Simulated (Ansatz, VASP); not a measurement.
# LaHg in VASP and in Ansatz

File INCAR:

```
  ALGO = Normal
  EDIFF = 1E-8
  ENCUT = 520
  GGA = CA
  ISIF = 2
  ISMEAR = -1
  LASPH = T
  LCHARG = F
  LEFG = T
  LREAL = F
  LWAVE = F
  NBANDS = 18
  NELM = 80
  PREC = Accurate
  SIGMA = 0.08
```

The input KPOINTS:

```
k-points
0
Gamma
  11 11 11
```

The input POSCAR:

```
LaHg
1.0
    3.8370000000      0.0000000000      0.0000000000
    0.0000000000      3.8370000000      0.0000000000
    0.0000000000      0.0000000000      3.7986300000
La Hg
1 1
Direct
    0.5000000000      0.5000000000      0.5000000000
    0.0000000000      0.0000000000      0.0000000000
```

Input for Ansatz:

```yaml
crystal:
  lattice:
    - [3.837, 0.0, 0.0]
    - [0.0, 3.837, 0.0]
    - [0.0, 0.0, 3.79863]
  atoms:
    - { symbol: La, position: [0.5, 0.5, 0.5] }
    - { symbol: Hg, position: [0.0, 0.0, 0.0] }
kpoints:
  mp_grid: { grid: [11, 11, 11] }
scf:
  occupations: { method: fermi_dirac, width: 0.08 }
hamiltonian:
  xc: lda
  pseudopotentials: { kind: all_electron, datasets: crystal }
output:
  forces: true
  stress: true
  eigenvalues: true
  efg: { contact_densities: true }
```

Change from the starting cell: zz strain of -1 %, crystal datasets.

Alike in both runs: task electric field gradients; functional LDA; k mesh 11 × 11 × 11; occupations fermi-dirac, width 0.08 eV; no spin polarisation.

```csv
,VASP,Ansatz
version,VASP 6.6.1,Ansatz 0.2.0
potentials or method,"VASP PAW LDA potentials, release 64 (La, Hg), cutoff 520 eV","all-electron PAW with datasets made for the crystal, scalar-relativistic"
```

VASP gave:

```
pressure (GPa)                                                : -1.2
traceless stress, the component that is largest in VASP (GPa) : 0.11
size of Vzz on the site where it differs most (V/Å²)          : 1.5
```

Task: Which values does Ansatz return?

Result: Pressure (GPa): -1.3; traceless stress, the component that is largest in VASP (GPa): 0.11; size of Vzz on the site where it differs most (V/Å²): 0.6.

LDA's correlation is that of Perdew and Zunger in VASP and of Perdew and Wang (1992) in Ansatz. Ansatz ran all-electron here, and VASP with PAW potentials.

Spin-orbit coupling is off throughout.
